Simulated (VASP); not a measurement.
# Rb (Im-3m) in VASP: further runs

The runs below take Rb through single point, with PBE.

Everything below comes from runs of VASP 6.6.1. Logs are shortened: lines on timing, memory, paths and dates and some standing lists are left out, and cuts for length are marked.

## Step 1: The cell of the first run

Symmetry: Im-3m, No. 229, cubic system. The conventional cell has a = 5.444 Å, b = 5.444 Å, c = 5.444 Å, α = 90.00°, β = 90.00°, γ = 90.00°.

## Step 2: Single point, PBE (strain -0.030 along x and y, -0.030 along z)

File INCAR:

```
SYSTEM = Rb
  ALGO = Fast
  EDIFF = 1E-6
  ENCUT = 520
  GGA = PE
  ISIF = 2
  ISMEAR = 0
  LASPH = .True.
  LCHARG = .True.
  LELF = .True.
  LREAL = .False.
  LVHAR = .True.
  LWAVE = .False.
  NBANDS = 10
  NELM = 100
  PREC = Accurate
  SIGMA = 0.15
```

File KPOINTS:

```
k-points
0
Gamma
  12 12 12
  0 0 0
```

File POSCAR:

```
Rb
1.0
   -2.7218200000      2.7218200000      2.7218200000
    2.7218200000     -2.7218200000      2.7218200000
    2.7218200000      2.7218200000     -2.7218200000
Rb
1
Direct
    0.0000000000      0.0000000000      0.0000000000
```

Potentials or basis: VASP PAW PBE potentials, release 64 (Rb_sv).

Run with:

```sh
> cat potpaw_PBE.64/Rb_sv/POTCAR > POTCAR
> mpirun -np 1 vasp_std > vasp.out
```

OUTCAR:

```text
SYSTEM = Rb
   EDIFF = 1E-6
   ENCUT = 520
   GGA = PE
   ISIF = 2
   ISMEAR = 0
   LASPH = .True.
   LREAL = .False.
   NELM = 100
   PREC = Accurate

 ion  position               nearest neighbor table
   1  0.000  0.000  0.000-

  LATTYP: Found a body centered cubic cell.
 ALAT       =     5.4436400000

  Lattice vectors:

 A1 = (  -2.7218200000,   2.7218200000,   2.7218200000)
 A2 = (   2.7218200000,  -2.7218200000,   2.7218200000)
 A3 = (   2.7218200000,   2.7218200000,  -2.7218200000)

Analysis of symmetry for initial positions (statically):
=====================================================================
 Subroutine PRICEL returns:
 Original cell was already a primitive cell.

 Routine SETGRP: Setting up the symmetry group for a
 body centered cubic supercell.

 Subroutine GETGRP returns: Found 48 space group operations
 (whereof 48 operations were pure point group operations)
 out of a pool of 48 trial point group operations.

The static configuration has the point symmetry O_h .

Analysis of symmetry for dynamics (positions and initial velocities):
=====================================================================
 Subroutine PRICEL returns:
 Original cell was already a primitive cell.

 Routine SETGRP: Setting up the symmetry group for a
 body centered cubic supercell.

 Subroutine GETGRP returns: Found 48 space group operations
 (whereof 48 operations were pure point group operations)
 out of a pool of 48 trial point group operations.

The dynamic configuration has the point symmetry O_h .

 Subroutine INISYM returns: Found 48 space group operations
 (whereof 48 operations are pure point group operations),
 and found     1 'primitive' translations

----------------------------------------------------------------------------------------

                                     Primitive cell

  volume of cell :      80.6563

  direct lattice vectors                    reciprocal lattice vectors
    -2.721820000  2.721820000  2.721820000     0.000000000  0.183700612  0.183700612
     2.721820000 -2.721820000  2.721820000     0.183700612  0.000000000  0.183700612
     2.721820000  2.721820000 -2.721820000     0.183700612  0.183700612  0.000000000

  length of vectors
     4.714330529  4.714330529  4.714330529     0.259791897  0.259791897  0.259791897

  position of ions in fractional coordinates (direct lattice)
     0.000000000  0.000000000  0.000000000

  ion indices of the primitive-cell ions
[... 73 lines left out ...]
   NELM   =    100;   NELMIN=  2; NELMDL= -5     # of ELM steps
   EDIFF  = 0.1E-05   stopping-criterion for ELM
   LREAL  =      F    real-space projection
   EDIFFG = 0.1E-04   stopping-criterion for IOM
   NSW    =      0    number of steps for IOM
   IBRION =     -1    ionic relax: 0-MD 1-quasi-New 2-CG
   NFREE  =      0    steps in history (QN), initial steepest desc. (CG)
   ISIF   =      2    stress and relaxation
   ISYM   =      2    0-nonsym 1-usesym 2-fastsym
   POTIM  = 0.5000    time-step for ionic-motion
   TEBEG  =    0.0;   TEEND  =   0.0 temperature during run
   PSTRESS=    0.0 pullay stress
   NELECT =       9.0000    total number of electrons
   NUPDOWN=      -1.0000    fix difference up-down
   EMIN   =  10.00;   EMAX   =-10.00  energy-range for DOS
   EFERMI =   0.00;   METHOD = LEGACY
   ISMEAR =     0;   SIGMA  =   0.15  broadening in eV -4-tet -1-fermi 0-gaus
   EFERMI_NEDOS =   21; number of points for ismear=-14 and -15
   IALGO  =     68    algorithm
   IMIX   =      4    mixing-type and parameters
     AMIX     =   0.40;   BMIX     =  1.00
     AMIX_MAG =   1.60;   BMIX_MAG =  1.00
  volume/ion in A,a.u.               =      80.66       544.30
  Fermi-wavevector in a.u.,A,eV,Ry     =   0.788151  1.489390  8.451701  0.621182
  Thomas-Fermi vector in A             =   1.893035
   LORBIT       =      0    0 simple, 1 ext, 2 COOP (PROOUT), +10 PAW based schemes
   GGA     = PE    functional components
   LHFCALC =     F    Hartree Fock is set to
   AEXX    =    0.0000 exact exchange contribution
   IVDW    =     0    specifies the selected vdW correction
   LEPSILON=     F    determine dielectric tensor
   LRPA    =     F    only Hartree local field effects (RPA)
 non-spin polarized calculation
 RMM-DIIS sequential band-by-band and
 Gauss-broadening in eV      SIGMA  =   0.15
  energy-cutoff  :      520.00
  volume of cell :       80.66
 maximum number of plane-waves:      2214
   NGX = 17   NGY = 17   NGZ = 17

 number of electron       9.0000000 magnetization

 Free energy of the ion-electron system (eV)
  ---------------------------------------------------
  ext. energy  EPLUGINS =         0.00000000
  ---------------------------------------------------
  free energy    TOTEN  =        -0.92784662 eV

  energy without entropy =       -0.91662598  energy(sigma->0) =       -0.92223630

 E-fermi :   0.2987     XC(G=0):  -5.7658

 val. band max:        0.2913422991   @ k =   0.2500   0.2500   0.0000
 cond. band min:       0.3317667919   @ k =   0.3333   0.1667  -0.0000
 fundamental gap:      0.0404244927
 Fermi energy:         0.2986567224

 k-point     1 :       0.0000    0.0000    0.0000
  band No.  band energies     occupation
      1     -28.5475      2.00000
      2     -12.5745      2.00000
      3     -12.5745      2.00000
      4     -12.5745      2.00000
      5      -1.8352      2.00000
      6       4.0888      0.00000
      7       4.0888      0.00000
      8       4.0888      0.00000
      9       5.1091      0.00000
     10       5.1091      0.00000
[... 287 lines left out ...]
 k-point    24 :       0.4167    0.0833    0.0833
  band No.  band energies     occupation
      1     -28.5399      2.00000
      2     -12.7090      2.00000
      3     -12.6277      2.00000
      4     -12.5842      2.00000
      5       0.7016      0.00015
      6       1.2214      0.00000
      7       2.5998      0.00000
      8       4.6766      0.00000
      9       5.8182      0.00000
     10       5.8958      0.00000

 [... further k-points ...]
[... 5 lines left out ...]
  --------------------------------------------------------------------------------------
  -------------------------------------------------------------------------------------
  Total        0.2166097      0.2166097      0.2166097     -0.0000000     -0.0000000     -0.0000000
  in kB        4.3027906      4.3027906      4.3027906     -0.0000000     -0.0000000     -0.0000000
  external PRESSURE =       4.3027906 kB  Pullay stress =       0.0000000 kB

 VOLUME and BASIS-vectors are now :
 -----------------------------------------------------------------------------
  energy-cutoff  :      520.00
  volume of cell :       80.66
      direct lattice vectors                 reciprocal lattice vectors
    -2.721820000  2.721820000  2.721820000     0.000000000  0.183700612  0.183700612
     2.721820000 -2.721820000  2.721820000     0.183700612  0.000000000  0.183700612
     2.721820000  2.721820000 -2.721820000     0.183700612  0.183700612  0.000000000

 POSITION                                       TOTAL-FORCE (eV/Angst)
 -----------------------------------------------------------------------------------
      0.00000      0.00000      0.00000         0.000000      0.000000      0.000000
 -----------------------------------------------------------------------------------
    total drift:                               -0.000000      0.000000      0.000000

  FREE ENERGIE OF THE ION-ELECTRON SYSTEM (eV)
  ---------------------------------------------------
  free  energy   TOTEN  =        -0.9278466164 eV

  energy  without entropy=       -0.9166259795  energy(sigma->0) =       -0.92223630
```

OSZICAR:

```text
N       E                     dE             d eps       ncg     rms          rms(c)
DAV:   1     0.418368605709E+02    0.41837E+02   -0.33607E+03  1440   0.664E+02
DAV:   2     0.166045800825E+01   -0.40176E+02   -0.39308E+02  1586   0.126E+02
DAV:   3    -0.820314229719E+00   -0.24808E+01   -0.24697E+01  1946   0.310E+01
DAV:   4    -0.924766480531E+00   -0.10445E+00   -0.10428E+00  2000   0.547E+00
DAV:   5    -0.927089692754E+00   -0.23232E-02   -0.23230E-02  1936   0.688E-01    0.145E+00
RMM:   6    -0.927056306061E+00    0.33387E-04   -0.17270E-03  1612   0.258E-01    0.893E-01
RMM:   7    -0.927745326298E+00   -0.68902E-03   -0.38673E-03  1667   0.369E-01    0.527E-02
RMM:   8    -0.927839167547E+00   -0.93841E-04   -0.26318E-04  1981   0.103E-01    0.866E-03
RMM:   9    -0.927844952390E+00   -0.57848E-05   -0.52535E-05  2373   0.369E-02    0.706E-03
RMM:  10    -0.927846563721E+00   -0.16113E-05   -0.92956E-06  2232   0.163E-02    0.421E-03
RMM:  11    -0.927846616434E+00   -0.52713E-07   -0.36199E-06  1924   0.843E-03
   1 F= -.92784662E+00 E0= -.92223630E+00  d E =-.112206E-01
```

Wall time 20 s (1 thread of Intel Xeon 6975P-C (Granite Rapids), shared host); peak memory 0.22 GiB.

Results:

```
Free energy : -0.9278 eV
Pressure    : 0.4 GPa
```

Caveat: the cell differs from its parent crystal (strain -0.030 along x and y, -0.030 along z).

## Step 3: Single point, PBE (strain -0.015 along x and y, -0.015 along z)

File INCAR:

```
PREC = Accurate ; ENCUT = 520
EDIFF = 1E-6 ; ISMEAR = 0
SIGMA = 0.15 ; LREAL = F
LASPH = T ; NELM = 60
ALGO = Fast ; ISIF = 2
LWAVE = F ; LCHARG = F
GGA = PE ; NBANDS = 10
```

File KPOINTS:

```
regular mesh
0
Gamma
  12 12 12
```

File POSCAR:

```
Rb
1.0
   -2.7639100000      2.7639100000      2.7639100000
    2.7639100000     -2.7639100000      2.7639100000
    2.7639100000      2.7639100000     -2.7639100000
Rb
1
Direct
    0.0000000000      0.0000000000      0.0000000000
```

Potentials or basis: VASP PAW PBE potentials, release 64 (Rb_sv).

Run with:

```sh
> cat potpaw_PBE.64/Rb_sv/POTCAR > POTCAR
> mpirun -np 1 vasp_std > vasp.out
```

It took 18 s on 1 thread of Intel Xeon 6975P-C (Granite Rapids), shared host; peak memory 0.22 GiB.

It converged, with:

```
Free energy : -0.9358 eV
Pressure    : 0.2 GPa
```

Levels at points of the mesh, in eV from the Fermi level:
```csv
k point,band 1,band 2,band 3,band 4,band 5,band 6,band 7,band 8,band 9
"(0.00, 0.00, 0.00)",-28.86,-12.90,-12.90,-12.90,-2.07,3.75,3.75,3.75,4.74
"(0.50, 0.00, 0.00)",-28.86,-13.02,-12.94,-12.90,0.22,0.84,2.60,4.42,5.37
"(0.50, 0.50, 0.50)",-28.85,-12.98,-12.98,-12.98,1.21,1.21,3.45,3.45,3.45
```

Caveat: the cell differs from its parent crystal (strain -0.015 along x and y, -0.015 along z).
